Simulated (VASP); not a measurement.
# SnO2 (P4_2/mnm) in VASP: notebook, part 2 of 2

VASP 6.6.1.

**5. Single point, PBE (volume changed by +3%)**

File INCAR:

```
PREC = Accurate
ENCUT = 520
EDIFF = 1E-6
ISMEAR = 0
SIGMA = 0.01
LREAL = False
LASPH = True
NELM = 100
ALGO = Normal
ISIF = 2
LWAVE = False
LCHARG = True
GGA = PE
LELF = True
LVHAR = True
NBANDS = 35
```

File KPOINTS:

```
regular mesh
0
Gamma
  4 4 6
```

File POSCAR:

```
SnO2
1.0
    4.8752201774      0.0000000000      0.0000000000
    0.0000000000      4.8752201774      0.0000000000
    0.0000000000      0.0000000000      3.2701756083
Sn O
2 4
Direct
    0.0000000000      0.0000000000      0.0000000000
    0.5000000000      0.5000000000      0.5000000000
    0.3065852479      0.3065852479      0.0000000000
    0.1934147521      0.8065852479      0.5000000000
    0.8065852479      0.1934147521      0.5000000000
    0.6934147521      0.6934147521      0.0000000000
```

Potentials or basis: VASP PAW PBE potentials, release 64 (Sn_d, O).

Command:

```console
$ cat potpaw_PBE.64/Sn_d/POTCAR potpaw_PBE.64/O/POTCAR > POTCAR
$ mpirun -np 1 vasp_std > vasp.out
```

OUTCAR:

```text
PREC = Accurate
   ENCUT = 520
   EDIFF = 1E-6
   ISMEAR = 0
   LREAL = False
   LASPH = True
   NELM = 100
   ISIF = 2
   GGA = PE

 ion  position               nearest neighbor table
   1  0.000  0.000  0.000-   4 2.11   5 2.11   4 2.11   5 2.11   3 2.11   6 2.11
   2  0.500  0.500  0.500-   3 2.11   6 2.11   3 2.11   6 2.11   5 2.11   4 2.11
   3  0.307  0.307  0.000-   2 2.11   2 2.11   1 2.11
   4  0.193  0.807  0.500-   1 2.11   1 2.11   2 2.11
   5  0.807  0.193  0.500-   1 2.11   1 2.11   2 2.11
   6  0.693  0.693  0.000-   2 2.11   2 2.11   1 2.11

  LATTYP: Found a simple tetragonal cell.
 ALAT       =     4.8752201774
 C/A-ratio  =     0.6707749577

  Lattice vectors:

 A1 = (   4.8752201774,   0.0000000000,   0.0000000000)
 A2 = (   0.0000000000,   4.8752201774,   0.0000000000)
 A3 = (   0.0000000000,   0.0000000000,   3.2701756083)

Analysis of symmetry for initial positions (statically):
=====================================================================
 Subroutine PRICEL returns:
 Original cell was already a primitive cell.
[... 180 lines left out ...]

 val. band max:        5.2050174117   @ k =   0.0000   0.0000   0.0000
 cond. band min:       5.5617291926   @ k =   0.0000   0.0000   0.0000
 fundamental gap:      0.3567117810
 Fermi energy:         5.2577675941

 k-point     1 :       0.0000    0.0000    0.0000
  band No.  band energies     occupation
      1     -15.8025      2.00000
      2     -15.2038      2.00000
      3     -15.0454      2.00000
      4     -15.0163      2.00000
      5     -15.0163      2.00000
      6     -14.9603      2.00000
[... 901 lines left out ...]
     34      15.5035      0.00000
     35      17.8625      0.00000

------------------------ aborting loop because EDIFF is reached ----------------------------------------

  FORCE on cell =-STRESS in cart. coord.  units (eV):
  Direction    XX          YY          ZZ          XY          YZ          ZX
  --------------------------------------------------------------------------------------
  -------------------------------------------------------------------------------------
  Total       -1.9577650     -1.9577650     -2.5876131      0.0000000      0.0000000      0.0000000
  in kB      -40.3563232    -40.3563232    -53.3396769      0.0000000      0.0000000      0.0000000
  external PRESSURE =     -44.6841078 kB  Pullay stress =       0.0000000 kB

 VOLUME and BASIS-vectors are now :
 -----------------------------------------------------------------------------
  energy-cutoff  :      520.00
  volume of cell :       77.72
      direct lattice vectors                 reciprocal lattice vectors
     4.875220177  0.000000000  0.000000000     0.205118941  0.000000000  0.000000000
     0.000000000  4.875220177  0.000000000     0.000000000  0.205118941  0.000000000
     0.000000000  0.000000000  3.270175608     0.000000000  0.000000000  0.305793976

 POSITION                                       TOTAL-FORCE (eV/Angst)
 -----------------------------------------------------------------------------------
      0.00000      0.00000      0.00000         0.000000      0.000000      0.000000
      2.43761      2.43761      1.63509         0.000000      0.000000      0.000000
      1.49467      1.49467      0.00000         0.059404      0.059404      0.000000
      0.94294      3.93228      1.63509        -0.059404      0.059404      0.000000
      3.93228      0.94294      1.63509         0.059404     -0.059404      0.000000
      3.38055      3.38055      0.00000        -0.059404     -0.059404      0.000000
 -----------------------------------------------------------------------------------
    total drift:                                0.000000      0.000000     -0.000000

  FREE ENERGIE OF THE ION-ELECTRON SYSTEM (eV)
  ---------------------------------------------------
  free  energy   TOTEN  =       -37.2839077731 eV

  energy  without entropy=      -37.2839077731  energy(sigma->0) =      -37.28390777
```

stdout:

```text
POSCAR found type information on POSCAR SnO
 POSCAR found :  2 types and       6 ions
 scaLAPACK will be used
 LDA part: xc-table for (Slater+PW92), standard interpolation
 POSCAR, INCAR and KPOINTS ok, starting setup
 FFT: planning ... GRIDC
 FFT: planning ... GRID_SOFT
 FFT: planning ... GRID
 WAVECAR not read
 entering main loop
```

It took 48 s on 1 thread of AMD EPYC 7R13 (Zen 3), shared host; peak memory 0.17 GiB.

Results:

```yaml
Free_energy: -37.2839 eV
Pressure: -4.5 GPa
Largest_force: 0.084 eV/Å
Band_gap_on_the_k_mesh: 0.36 eV, direct
```

Forces in eV/Å, atoms in the order of the input:
```
Sn   0.000  0.000  0.000
Sn   0.000  0.000  0.000
O    0.059  0.059  0.000
O   -0.059  0.059  0.000
O    0.059 -0.059  0.000
O   -0.059 -0.059  0.000
```

Levels at points of the mesh, in eV from the valence-band top:
```
           k point  band 23  band 24  band 25  band 26  band 27  band 28  band 29  band 30
(0.00, 0.00, 0.00)    -1.27    -0.72    -0.72     0.00     0.36     5.41     5.90     5.90
(0.50, 0.00, 0.00)    -1.21    -1.21    -0.59    -0.59     3.58     3.58     6.64     6.64
(0.50, 0.50, 0.00)    -1.33    -1.33    -0.82    -0.82     3.96     3.96     6.94     6.94
(0.00, 0.00, 0.50)    -1.46    -1.46    -1.14    -1.14     5.25     5.25     9.14     9.14
(0.50, 0.00, 0.50)    -0.97    -0.97    -0.77    -0.77     5.51     5.51     7.36     7.36
(0.50, 0.50, 0.50)    -0.89    -0.89    -0.75    -0.75     4.06     4.06     8.45     8.45
```

Caveat: spin-orbit coupling is left out, which moves the levels of the heavy elements.

**6. Single point, PBE (volume changed by +6%)**

File INCAR:

```
PREC = Accurate ; ENCUT = 520
EDIFF = 1E-6 ; ISMEAR = 0
SIGMA = 0.01 ; LREAL = False
LASPH = True ; NELM = 80
ALGO = Normal ; ISIF = 2
LWAVE = False ; LCHARG = True
GGA = PE ; LELF = True
LVHAR = True ; NBANDS = 35
```

File KPOINTS:

```
Automatic mesh
0
Gamma
  4 4 6
```

POSCAR, as its differences from that of step 5:

```diff
@@ -2,5 +2,5 @@
 1.0
-    4.8752201774      0.0000000000      0.0000000000
-    0.0000000000      4.8752201774      0.0000000000
-    0.0000000000      0.0000000000      3.2701756083
+    4.9221001704      0.0000000000      0.0000000000
+    0.0000000000      4.9221001704      0.0000000000
+    0.0000000000      0.0000000000      3.3016215336
 Sn O
```

Potentials or basis: VASP PAW PBE potentials, release 64 (Sn_d, O).

Command:

```console
$ cat potpaw_PBE.64/Sn_d/POTCAR potpaw_PBE.64/O/POTCAR > POTCAR
$ mpirun -np 1 vasp_std > vasp.out
```

It took 61 s on 1 thread of AMD EPYC 7R13 (Zen 3), shared host; peak memory 0.19 GiB.

The run converged. Its results:

* Free energy: -37.1928 eV
* Pressure: -8.7 GPa
* Largest force: 0.173 eV/Å
* Band gap on the k mesh: 0.07 eV, direct

Forces in eV/Å, atoms in the order of the input:
```
Sn   0.000  0.000  0.000
Sn   0.000  0.000  0.000
O    0.123  0.123  0.000
O   -0.123  0.123  0.000
O    0.123 -0.123  0.000
O   -0.123 -0.123  0.000
```

Stress tensor (GPa, compression positive):
```
 -7.82   0.00   0.00
  0.00  -7.82   0.00
  0.00   0.00 -10.46
```

Levels at points of the mesh, in eV from the valence-band top:
```csv
k point,band 22,band 23,band 24,band 25,band 26,band 27,band 28,band 29,band 30,band 31
"(0.00, 0.00, 0.00)",-1.27,-1.27,-0.69,-0.69,0.00,0.07,5.15,5.74,5.74,9.59
"(0.50, 0.00, 0.00)",-1.81,-1.22,-1.22,-0.57,-0.57,3.31,3.31,6.47,6.47,9.80
"(0.50, 0.50, 0.00)",-1.76,-1.34,-1.34,-0.80,-0.80,3.68,3.68,6.74,6.74,9.93
"(0.00, 0.00, 0.50)",-2.52,-1.39,-1.39,-1.10,-1.10,4.94,4.94,8.92,8.92,9.84
"(0.50, 0.00, 0.50)",-1.59,-0.93,-0.93,-0.78,-0.78,5.19,5.19,7.13,7.13,10.03
"(0.50, 0.50, 0.50)",-2.42,-0.86,-0.86,-0.72,-0.72,3.80,3.80,8.29,8.29,10.00
```

Caveat: spin-orbit coupling is left out, which moves the levels of the heavy elements.

**7. Overview**

| cell | gap on the mesh (eV) | pressure (GPa) | largest force (eV/Å) |
| --- | --- | --- | --- |
| a = 4.729, b = 4.729, c = 3.172 Å, 6 atoms | 1.37 | 13.8 | 0.26 |
| a = 4.779, b = 4.779, c = 3.205 Å, 6 atoms | 1.01 | 6.6 | 0.13 |
| a = 4.827, b = 4.827, c = 3.238 Å, 6 atoms | 0.67 | 0.6 | 0.02 |
| a = 4.875, b = 4.875, c = 3.270 Å, 6 atoms | 0.36 | -4.5 | 0.08 |
| a = 4.922, b = 4.922, c = 3.302 Å, 6 atoms | 0.07 | -8.7 | 0.17 |

Alike in all rows: task single point; level PBE; potentials or basis VASP PAW PBE potentials, release 64 (Sn_d, O); no spin polarisation; k mesh 4 × 4 × 6; cutoff (eV) 520; smearing gaussian 0.01 eV.

Caveats: spin-orbit coupling is left out, which moves the levels of the heavy elements.

Absolute energies hang on the potentials; compare differences alone.
